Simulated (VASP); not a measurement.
A run of VASP 6.6.1:

Contents of INCAR:

```
SYSTEM = Ta2N
ALGO = Normal ; EDIFF = 1E-6
ENCUT = 600 ; GGA = PE
GGA_COMPAT = .False. ; ISIF = 2
ISMEAR = 0 ; LASPH = .True.
LCHARG = .False. ; LREAL = .False.
LWAVE = .False. ; NBANDS = 20
NELM = 120 ; PREC = Accurate
SIGMA = 0.1
```

The input KPOINTS:

```
k-points
0
Gamma
  6 6 4
  0 0 0
```

The input POSCAR:

```
Ta2N
1.0
    3.1128615060      0.0000000000      0.0000000000
   -1.5564307530      2.6958171426      0.0000000000
    0.0000000000      0.0000000000      4.8698410000
Ta N
2 1
Direct
    0.6666666667      0.3333333333      0.7452890000
    0.3333333333      0.6666666667      0.2547110000
    0.0000000000      0.0000000000      0.0000000000
```

Potentials or basis: VASP PAW PBE potentials, release 64 (Ta_pv, N).

The run is started by

```bash
$ cat potpaw_PBE.64/Ta_pv/POTCAR potpaw_PBE.64/N/POTCAR > POTCAR
$ mpirun -np 1 vasp_std > vasp.out
```

Hardware: 1 thread of AMD EPYC 7R43 64-Core Processor (Zen 3), on a shared host.

How long does it take, and how much memory?

It took 38 s on 1 thread of AMD EPYC 7R43 64-Core Processor (Zen 3), on a shared host, peak memory 0.16 GiB. Counts: scf iterations 14, k points 24.
